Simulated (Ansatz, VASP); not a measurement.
# ZnO: VASP beside Ansatz

```
CELL_PARAMETERS angstrom
3.25474 0.00000 0.00000
-1.62737 2.81869 0.00000
0.00000 0.00000 5.25642
ATOMIC_POSITIONS crystal
Zn 0.33333 0.66667 0.00162
Zn 0.66667 0.33333 0.50162
O 0.33333 0.66667 0.38048
O 0.66667 0.33333 0.88048
```

Alike in both runs: functional PBE; dispersion D3(BJ); k mesh 12 × 12 × 6; occupations gaussian, width 0.02 eV; no spin polarisation.

Ansatz relaxed the structure, and its values are those at the end. VASP's run is a single point on that final structure, the one shown.

|  | VASP | Ansatz |
| --- | --- | --- |
| version | VASP 6.6.1 | Ansatz 0.2.0 |
| potentials or method | VASP PAW PBE potentials, release 64 (Zn, O), cutoff 520 eV | scalar-relativistic, plane waves, PAW |
| valence electrons in the cell | 36 | 36 |

|  | VASP | Ansatz | Ansatz less VASP |
| --- | --- | --- | --- |
| gap on the k mesh at the Fermi level (eV) | 0.76 | 0.78 | +0.016 |
| least direct gap on the mesh (eV) | 0.76 | 0.78 | +0.016 |
| pressure (GPa) | 1.0 | 0.0 | -0.98 |
